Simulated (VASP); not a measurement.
A run of VASP 6.6.1 is set up as follows.

File INCAR:

```
SYSTEM = Na2W
  ALGO = Normal
  EDIFF = 1E-7
  ENCUT = 520
  GGA = PE
  ISIF = 2
  ISMEAR = 0
  LASPH = .True.
  LCHARG = .True.
  LELF = .True.
  LREAL = .False.
  LVHAR = .True.
  LWAVE = .False.
  NBANDS = 21
  NELM = 60
  PREC = Accurate
  SIGMA = 0.1
```

KPOINTS

```
k-points
0
Gamma
  8 8 8
  0 0 0
```

The input POSCAR:

```
Na2W
1.0
   -1.6907489460      1.6907489460      5.5012265060
    1.6907489460     -1.6907489460      5.5012265060
    1.6907489460      1.6907489460     -5.5012265060
Na W
2 1
Direct
    0.3400000000      0.3400000000      0.0000000000
    0.6600000000      0.6600000000      0.0000000000
    0.0000000000      0.0000000000      0.0000000000
```

Potentials or basis: VASP PAW PBE potentials, release 64 (Na_pv, W_sv).

Run with:

```bash
$ cat potpaw_PBE.64/Na_pv/POTCAR potpaw_PBE.64/W_sv/POTCAR > POTCAR
$ mpirun -np 1 vasp_std > vasp.out
```

(1) Predict the largest force.

(2) Estimate the pressure.

(3) Estimate the band gap on the k mesh.

Answers

(1) 0.668 eV/Å.

(2) -0.2 GPa.

(3) zero (band 14 reaches 4.20 eV, above the bottom of band 15 at 3.35 eV).

Caveat: spin-orbit coupling is left out, which moves the levels of the heavy elements.
